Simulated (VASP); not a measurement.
# Si (Imma) in VASP: a series of runs

The runs below take Si through single point, with PBEsol.

Everything below comes from runs of VASP 6.6.1. Logs are shortened: lines on timing, memory, paths and dates and some standing lists are left out, and cuts for length are marked.

## (1) The cell of the first run

Symmetry: Imma, No. 74, orthorhombic system. The conventional cell has a = 3.804 Å, b = 3.845 Å, c = 5.453 Å, α = 90.00°, β = 90.00°, γ = 90.00°. Si (site symmetry mm2) has 4 Si at 2.34 to 2.35 Å within 3.1 Å.

## (2) Single point, PBEsol

Contents of INCAR:

```
ALGO     = Normal         # electronic algorithm
EDIFF    = 1E-6           # SCF threshold, eV
ENCUT    = 500            # plane-wave cutoff, eV
GGA      = PS             # functional
GGA_COMPAT= False        
ISIF     = 2              # what is computed and relaxed
ISMEAR   = 0              # smearing method
LASPH    = True           # aspherical terms in the spheres
LCHARG   = False          # write CHGCAR
LREAL    = False          # projectors in reciprocal space
LWAVE    = False          # write WAVECAR
NBANDS   = 11             # bands
NELM     = 120            # most SCF steps
PREC     = Accurate       # precision mode
SIGMA    = 0.01           # smearing width, eV
```

Contents of KPOINTS:

```
k-points
0
Gamma
  4 4 4
```

Contents of POSCAR:

```
Si
1.0
   -0.0145234379      2.7040876579      2.7267395127
    2.7040876579     -0.0145234379      2.7267395127
    2.6895642200      2.6895642200      0.0000000000
Si
2
Direct
   -0.0007399664     -0.0007399664      0.0007399664
    0.2507399664      0.2507399664      0.2492600336
```

Potentials or basis: VASP PAW PBE potentials, release 64 (Si).

Started as:

```console
cat potpaw_PBE.64/Si/POTCAR > POTCAR
mpirun -np 1 vasp_std > vasp.out
```

OUTCAR:

```text
EDIFF = 1E-6
   ENCUT = 500
   GGA = PS
   ISIF = 2
   ISMEAR = 0
   LASPH = True
   LREAL = False
   NELM = 120
   PREC = Accurate

 ion  position               nearest neighbor table
   1  0.999  0.999  0.001-   2 2.34   2 2.34   2 2.35   2 2.35
   2  0.251  0.251  0.249-   1 2.34   1 2.34   1 2.35   1 2.35

  LATTYP: Found a body centered orthorhombic cell.
 ALAT       =     3.8036181968
 B/A-ratio  =     1.0107998447
 C/A-ratio  =     1.4337608938

  Lattice vectors:

 A1 = (   0.0145234379,  -2.7040876579,  -2.7267395127)
 A2 = (  -0.0145234379,   2.7040876579,  -2.7267395127)
 A3 = (   2.7040876579,  -0.0145234379,   2.7267395127)

Analysis of symmetry for initial positions (statically):
=====================================================================
 Subroutine PRICEL returns:
 Original cell was already a primitive cell.

 Routine SETGRP: Setting up the symmetry group for a
 body centered orthorhombic supercell.

 Subroutine GETGRP returns: Found  8 space group operations
 (whereof  4 operations were pure point group operations)
 out of a pool of  8 trial point group operations.

The static configuration has the point symmetry C_2v.
 The point group associated with its full space group is D_2h.

Analysis of symmetry for dynamics (positions and initial velocities):
=====================================================================
 Subroutine PRICEL returns:
 Original cell was already a primitive cell.

 Routine SETGRP: Setting up the symmetry group for a
 body centered orthorhombic supercell.

 Subroutine GETGRP returns: Found  8 space group operations
 (whereof  4 operations were pure point group operations)
 out of a pool of  8 trial point group operations.

The dynamic configuration has the point symmetry C_2v.
 The point group associated with its full space group is D_2h.

 Subroutine INISYM returns: Found  8 space group operations
 (whereof  4 operations are pure point group operations),
 and found     1 'primitive' translations

----------------------------------------------------------------------------------------

                                     Primitive cell

  volume of cell :      39.8752

  direct lattice vectors                    reciprocal lattice vectors
    -0.014523438  2.704087658  2.726739513    -0.183917443  0.183917443  0.183369184
     2.704087658 -0.014523438  2.726739513     0.183917443 -0.183917443  0.183369184
     2.689564220  2.689564220  0.000000000     0.185903722  0.185903722 -0.183369184

  length of vectors
     3.840235587  3.840235587  3.803618197     0.318238133  0.318238133  0.320538057

  position of ions in fractional coordinates (direct lattice)
     0.999260034  0.999260034  0.000739966
     0.250739966  0.250739966  0.249260034

  ion indices of the primitive-cell ions
   primitive index   ion index
                 1           1
                 2           2

----------------------------------------------------------------------------------------

 KPOINTS: k-points

Automatic generation of k-mesh.
 Grid dimensions read from file:
 generate k-points for:    4    4    4

 Generating k-lattice:

  Cartesian coordinates                     Fractional coordinates (reciprocal lattice)
    -0.045979361  0.045979361  0.045842296     0.250000000 -0.000000000  0.000000000
     0.045979361 -0.045979361  0.045842296    -0.000000000  0.250000000  0.000000000
     0.046475931  0.046475931 -0.045842296     0.000000000  0.000000000  0.250000000

  Length of vectors
     0.079559533  0.079559533  0.080134514

  Shift w.r.t. Gamma in fractional coordinates (k-lattice)
     0.000000000  0.000000000  0.000000000

 Subroutine IBZKPT returns following result:
 ===========================================

 Found     18 irreducible k-points:

 Following reciprocal coordinates:
            Coordinates               Weight
  0.000000  0.000000  0.000000      1.000000
  0.250000  0.000000  0.000000      4.000000
  0.500000  0.000000  0.000000      2.000000
  0.250000  0.250000  0.000000      2.000000
  0.500000  0.250000  0.000000      4.000000
 -0.250000  0.250000  0.000000      2.000000
[... 10 lines left out ...]
  0.250000  0.250000  0.500000      2.000000
 -0.250000  0.250000  0.500000      2.000000
   k-points           NKPTS =     18   k-points in BZ     NKDIM =     18   number of bands    NBANDS=     11
   number of dos      NEDOS =    301   number of ions     NIONS =      2
   total plane-waves  NPLWV =  21952
   dimension x,y,z NGX =    28 NGY =   28 NGZ =   28
   dimension x,y,z NGXF=    56 NGYF=   56 NGZF=   56
   ions per type =               2
   NGX,Y,Z   is equivalent  to a cutoff of  12.12, 12.12, 12.24 a.u.
   NGXF,Y,Z  is equivalent  to a cutoff of  24.24, 24.24, 24.48 a.u.
 SYSTEM =  unknown system
   PREC   = accura    normal or accurate (medium, high low for compatibility)
   ISTART =      0    job   : 0-new  1-cont  2-samecut
   ICHARG =      2    charge: 1-file 2-atom 10-const
   ISPIN  =      1    spin polarized calculation?
   LNONCOLLINEAR =      F non collinear calculations
   LSORBIT =      F    spin-orbit coupling
   LASPH  =      T    aspherical Exc in radial PAW
   ENCUT  =  500.0 eV  36.75 Ry    6.06 a.u.   7.00  7.00  6.93*2*pi/ulx,y,z
   NELM   =    120;   NELMIN=  2; NELMDL= -5     # of ELM steps
   EDIFF  = 0.1E-05   stopping-criterion for ELM
   LREAL  =      F    real-space projection
   EDIFFG = 0.1E-04   stopping-criterion for IOM
   NSW    =      0    number of steps for IOM
   IBRION =     -1    ionic relax: 0-MD 1-quasi-New 2-CG
   NFREE  =      0    steps in history (QN), initial steepest desc. (CG)
   ISIF   =      2    stress and relaxation
   ISYM   =      2    0-nonsym 1-usesym 2-fastsym
   POTIM  = 0.5000    time-step for ionic-motion
   TEBEG  =    0.0;   TEEND  =   0.0 temperature during run
   PSTRESS=    0.0 pullay stress
   NELECT =       8.0000    total number of electrons
   NUPDOWN=      -1.0000    fix difference up-down
   EMIN   =  10.00;   EMAX   =-10.00  energy-range for DOS
   EFERMI =   0.00;   METHOD = LEGACY
   ISMEAR =     0;   SIGMA  =   0.01  broadening in eV -4-tet -1-fermi 0-gaus
   EFERMI_NEDOS =   21; number of points for ismear=-14 and -15
   IALGO  =     38    algorithm
   IMIX   =      4    mixing-type and parameters
     AMIX     =   0.40;   BMIX     =  1.00
     AMIX_MAG =   1.60;   BMIX_MAG =  1.00
  volume/ion in A,a.u.               =      19.94       134.55
  Fermi-wavevector in a.u.,A,eV,Ry     =   0.958379  1.811074 12.496819  0.918490
  Thomas-Fermi vector in A             =   2.087481
   LORBIT       =      0    0 simple, 1 ext, 2 COOP (PROOUT), +10 PAW based schemes
   GGA     = PS    functional components
   LHFCALC =     F    Hartree Fock is set to
   AEXX    =    0.0000 exact exchange contribution
   IVDW    =     0    specifies the selected vdW correction
   LEPSILON=     F    determine dielectric tensor
   LRPA    =     F    only Hartree local field effects (RPA)
 non-spin polarized calculation
 Gauss-broadening in eV      SIGMA  =   0.01
  energy-cutoff  :      500.00
  volume of cell :       39.88
 maximum number of plane-waves:      1025
   NGX = 13   NGY = 13   NGZ = 13

 number of electron       8.0000001 magnetization

 Free energy of the ion-electron system (eV)
  ---------------------------------------------------
  ext. energy  EPLUGINS =         0.00000000
  ---------------------------------------------------
  free energy    TOTEN  =       -11.29245383 eV

  energy without entropy =      -11.29245383  energy(sigma->0) =      -11.29245383

 E-fermi :   6.0681     XC(G=0):  -9.5482

 val. band max:        5.9533960264   @ k =   0.0000   0.0000   0.0000
 cond. band min:       6.3975214714   @ k =   0.5000   0.5000   0.0000
 fundamental gap:      0.4441254450
 Fermi energy:         6.0681331729

 k-point     1 :       0.0000    0.0000    0.0000
  band No.  band energies     occupation
      1      -6.1518      2.00000
      2       5.8384      2.00000
      3       5.8446      2.00000
      4       5.9534      2.00000
      5       8.3071      0.00000
      6       8.3823      0.00000
      7       8.4277      0.00000
      8       9.2634      0.00000
      9      13.4678      0.00000
     10      13.5895      0.00000
     11      13.6237      0.00000

 k-point     2 :       0.2500    0.0000    0.0000
  band No.  band energies     occupation
      1      -5.3519      2.00000
      2       1.8726      2.00000
      3       5.0758      2.00000
      4       5.1920      2.00000
      5       7.8844      0.00000
      6       9.2962      0.00000
      7       9.3759      0.00000
      8      12.7324      0.00000
      9      12.9452      0.00000
     10      13.0551      0.00000
     11      14.6717      0.00000

 k-point     3 :       0.5000    0.0000    0.0000
  band No.  band energies     occupation
      1      -3.8138      2.00000
      2      -1.1819      2.00000
      3       4.6370      2.00000
      4       4.7581      2.00000
      5       7.3963      0.00000
      6       9.1018      0.00000
      7       9.2074      0.00000
      8      13.4116      0.00000
      9      16.3434      0.00000
     10      16.3679      0.00000
     11      17.0532      0.00000
[... 183 lines left out ...]
 k-point    17 :       0.2500    0.2500    0.5000
  band No.  band energies     occupation
      1      -4.0538      2.00000
      2       0.3590      2.00000
      3       2.0192      2.00000
      4       4.5258      2.00000
      5       8.2178      0.00000
      6      10.5788      0.00000
      7      10.8533      0.00000
      8      11.8645      0.00000
      9      12.1736      0.00000
     10      15.6770      0.00000
     11      18.2508      0.00000

 k-point    18 :      -0.2500    0.2500    0.5000
  band No.  band energies     occupation
      1      -1.7857      2.00000
      2      -1.7857      2.00000
      3       1.9381      2.00000
      4       1.9381      2.00000
      5       9.9686      0.00000
      6       9.9686      0.00000
      7      10.7436      0.00000
      8      10.7436      0.00000
      9      16.5251      0.00000
     10      16.5251      0.00000
     11      19.0029      0.00000

------------------------ aborting loop because EDIFF is reached ----------------------------------------

  FORCE on cell =-STRESS in cart. coord.  units (eV):
  Direction    XX          YY          ZZ          XY          YZ          ZX
  --------------------------------------------------------------------------------------
  -------------------------------------------------------------------------------------
  Total        0.3957109      0.3957109      0.1965229      0.1967243      0.0000000      0.0000000
  in kB       15.8995919     15.8995919      7.8962526      7.9043447      0.0000000      0.0000000
  external PRESSURE =      13.2318122 kB  Pullay stress =       0.0000000 kB

 VOLUME and BASIS-vectors are now :
 -----------------------------------------------------------------------------
  energy-cutoff  :      500.00
  volume of cell :       39.88
      direct lattice vectors                 reciprocal lattice vectors
    -0.014523438  2.704087658  2.726739513    -0.183917443  0.183917443  0.183369184
     2.704087658 -0.014523438  2.726739513     0.183917443 -0.183917443  0.183369184
     2.689564220  2.689564220  0.000000000     0.185903722  0.185903722 -0.183369184

 POSITION                                       TOTAL-FORCE (eV/Angst)
 -----------------------------------------------------------------------------------
      2.68956      2.68956      5.44944         0.000000      0.000000      0.009169
      1.34478      1.34478      1.36741        -0.000000     -0.000000     -0.009169
 -----------------------------------------------------------------------------------
    total drift:                               -0.000000     -0.000000     -0.000000

  FREE ENERGIE OF THE ION-ELECTRON SYSTEM (eV)
  ---------------------------------------------------
  free  energy   TOTEN  =       -11.2924538264 eV

  energy  without entropy=      -11.2924538264  energy(sigma->0) =      -11.29245383
```

It took 5.5 s on 1 thread of Intel Xeon 6975P-C, shared host; peak memory 0.14 GiB.

Results:

```
Free energy            : -11.2925 eV
Pressure               : 1.3 GPa
Largest force          : 0.009 eV/Å
Band gap on the k mesh : 0.44 eV, indirect (least direct gap 2.35 eV)
```

Forces on the atoms (eV/Å):
```
Si   0.000  0.000  0.009
Si   0.000  0.000 -0.009
```

Stress tensor (GPa, compression positive):
```
1.59 0.79 0.00
0.79 1.59 0.00
0.00 0.00 0.79
```

Levels at points of the mesh, in eV from the valence-band top:
```
           k point  band 1  band 2  band 3  band 4  band 5  band 6  band 7  band 8  band 9
(0.00, 0.00, 0.00)  -12.11   -0.12   -0.11    0.00    2.35    2.43    2.47    3.31    7.51
(0.50, 0.00, 0.00)   -9.77   -7.14   -1.32   -1.20    1.44    3.15    3.25    7.46   10.39
(0.50, 0.50, 0.00)   -7.98   -7.94   -3.00   -2.86    0.44    0.61    9.99   10.06   10.84
(0.00, 0.00, 0.50)   -9.71   -7.11   -1.34   -1.30    1.34    3.14    3.16    7.37   10.35
(0.50, 0.00, 0.50)   -7.91   -7.91   -2.99   -2.99    0.46    0.46    9.99    9.99   10.88
```

Caveat: the k points lie up to 0.50 Å⁻¹ apart; the PAW data sets were made with another functional, which shifts forces and pressure a little.

(Continued in part 2 of 2.)
